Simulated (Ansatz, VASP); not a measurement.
Hg in VASP and in Ansatz

```
CELL_PARAMETERS angstrom
4.54000 0.00000 0.00000
-2.27000 3.93176 0.00000
0.00000 0.00000 3.87000
ATOMIC_POSITIONS crystal
Hg 0.33333 0.66667 0.50000
Hg 0.00000 0.00000 0.00000
Hg 0.66667 0.33333 0.50000
```

Alike in both runs: task electric field gradients; functional PBE; k mesh 8 × 8 × 9; occupations fermi-dirac, width 0.05 eV; no spin polarisation.

|  | VASP | Ansatz |
| --- | --- | --- |
| version | VASP 6.6.1 | Ansatz 0.2.0 |
| potentials or method | VASP PAW PBE potentials, release 64 (Hg) | PAW with Ansatz's default frozen-core files, scalar-relativistic |
| plane-wave cutoff (eV) | 520 | 420 |
| valence electrons in the cell | 36 | 60 |

```tsv
	VASP	Ansatz	Ansatz less VASP
pressure (GPa)	13.9	13.1	-0.78
traceless stress, the component that is largest in VASP (GPa)	-10.06	-9.49	+0.562
size of Vzz on the site where it differs most (V/Å²)	337.2	262.4	-74.82
```

The functional is the same, so the differences come from potentials, cutoffs and numerics. VASP's potentials hold 36 valence electrons a cell and Ansatz's 60, so a difference there can come from the potentials and not from the codes.

Spin-orbit coupling is off throughout.
